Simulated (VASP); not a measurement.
Here is a VASP 6.6.1 calculation.

INCAR

```
SYSTEM = Pt
ALGO = Normal
EDIFF = 1E-6
ENCUT = 520
GGA = PS
ISIF = 2
ISMEAR = 0
LASPH = .True.
LCHARG = .True.
LELF = .True.
LREAL = .False.
LVHAR = .True.
LWAVE = .False.
NBANDS = 11
NELM = 100
PREC = Accurate
SIGMA = 0.1
```

File KPOINTS:

```
k-points
0
Gamma
  18 18 18
  0 0 0
```

Contents of POSCAR:

```
Pt
1.0
    0.0000000000      1.9636382928      1.9636382928
    1.9636382928      0.0000000000      1.9636382928
    1.9636382928      1.9636382928      0.0000000000
Pt
1
Direct
    0.0000000000      0.0000000000      0.0000000000
```

Potentials or basis: VASP PAW PBE potentials, release 64 (Pt).

Launch:

```sh
$ cat potpaw_PBE.64/Pt/POTCAR > POTCAR
$ mpirun -np 1 vasp_std > vasp.out
```

Question: Predict the pressure.

Answer: -2.4 GPa.

Question: Estimate the band gap on the k mesh.

Answer: Zero (band 5 reaches 11.51 eV, above the bottom of band 6 at 9.29 eV).

Caveat: the PAW data sets were made with another functional, which shifts forces and pressure a little; spin-orbit coupling is left out, which moves the levels of the heavy elements.
